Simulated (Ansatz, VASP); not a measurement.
## C: VASP beside Ansatz

```
C
1.0
     2.12060   -4.36946    0.00000
     2.12060    4.36946    0.00000
     0.00000    0.00000    2.50471
C
8
Direct
  0.66297 0.02696 0.98377
  0.37462 0.02650 0.89043
  0.01850 0.31510 0.04519
  0.98949 0.67817 0.00363
  0.36318 0.21712 0.52693
  0.55976 0.73605 0.49614
  0.76533 0.61174 0.54494
  0.26615 0.38836 0.50897
```

Change from the starting cell: all atoms moved at random (sigma 0.1 Å a component).

Alike in both runs: task single point; functional r2SCAN; k mesh 6 × 6 × 10; occupations gaussian, width 0.05 eV; no spin polarisation.

|  | VASP | Ansatz |
| --- | --- | --- |
| version | VASP 6.6.1 | Ansatz 0.2.0 |
| potentials or method | VASP PAW PBE potentials, release 64 (C), cutoff 520 eV | scalar-relativistic, plane waves, PAW |
| valence electrons in the cell | 32 | 32 |

|  | VASP | Ansatz | Ansatz less VASP |
| --- | --- | --- | --- |
| gap on the k mesh at the Fermi level (eV) | none | none | - |
| rms of the force components (eV/Å) | 7.463 | 7.418 | -0.0452 |

VASP's potentials were made for PBE, not for r2SCAN. Atom by atom the forces differ by 0.058 eV/Å (rms over components). A gap of «none» marks a metal or a gap that the smearing closes.
